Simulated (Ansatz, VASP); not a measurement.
Hg: VASP beside Ansatz

File INCAR:

```
SYSTEM = Hg
  PREC = Accurate
  ENCUT = 520
  EDIFF = 1E-6
  ISMEAR = -1
  SIGMA = 0.02
  LREAL = .False.
  LASPH = .True.
  NELM = 60
  ALGO = Normal
  ISIF = 2
  LWAVE = .False.
  LCHARG = .False.
  GGA = PE
  NBANDS = 25
```

KPOINTS

```
regular mesh
0
Gamma
  8 8 4
  0 0 0
```

The input POSCAR:

```
Hg
1.0
    2.4995197406     -1.8671804200      0.0836496533
    2.4995197406      1.8671804200      0.0836496533
   -1.4477689492      0.0000000000      7.9699295613
Hg
3
Direct
    0.6668425224      0.6668425224      0.3333396590
    0.3331574776      0.3331574776      0.6666603410
    0.0000000000      0.0000000000      0.0000000000
```

Input for Ansatz:

```yaml
crystal:
  lattice:
    - [2.4995197406, -1.86718042, 0.0836496533]
    - [2.4995197406, 1.86718042, 0.0836496533]
    - [-1.4477689492, 0.0, 7.9699295613]
  atoms:
    - { symbol: Hg, position: [0.6668425224, 0.6668425224, 0.333339659] }
    - { symbol: Hg, position: [0.3331574776, 0.3331574776, 0.666660341] }
    - { symbol: Hg, position: [0.0, 0.0, 0.0] }
kpoints:
  mp_grid: { grid: [8, 8, 4] }
  band_path:
    path:
      - [[0.0, 0.0, 0.0], [-0.3923752716787, 0.3923752716787, -3.158922679375e-17]]
      - [[-0.6076247283213, -0.3923752716787, 2.455144430074e-16], [-0.5, -0.5, 2.103077808167e-16], [0.0, 0.0, 0.0], [-0.5, -0.5, 0.5], [-0.6204356111551, -0.3795643888449, 0.5]]
      - [[-0.3795643888449, 0.3795643888449, 0.5], [6.767160615229e-19, -1.886573709587e-19, 0.5], [0.0, 0.0, 0.0]]
      - [[-0.5, 8.484281475635e-18, 0.5], [0.0, 0.0, 0.0], [-0.5, 2.367312019286e-17, 1.050874732733e-16]]
    npoints: 10
hamiltonian:
  xc: pbe
scf:
  occupations: { method: fermi_dirac, width: 0.02 }
  n_extra_bands: 4
output:
  forces: true
  stress: true
  eigenvalues: true
  write_density: true
  write_potential: true
  elf: true
  volumetric_format: npy
```

Alike in both runs: task single point; functional PBE; k mesh 8 × 8 × 4; occupations fermi-dirac, width 0.02 eV; no spin polarisation.

|  | VASP | Ansatz |
| --- | --- | --- |
| version | VASP 6.6.1 | Ansatz 0.2.0 |
| potentials or method | VASP PAW PBE potentials, release 64 (Hg) | plane waves, PAW |
| plane-wave cutoff (eV) | 520 | 420 |
| valence electrons in the cell | 36 | 60 |

Ansatz gave:

* pressure (GPa): 3.2
* traceless stress, the component that is largest in VASP (GPa): -0.11

Q: Estimate VASP's values.

A: Pressure (GPa): 3.4; traceless stress, the component that is largest in VASP (GPa): -0.17.

VASP's potentials hold 36 valence electrons a cell and Ansatz's 60, so a difference there can come from the potentials and not from the codes.

Spin-orbit coupling is off throughout.
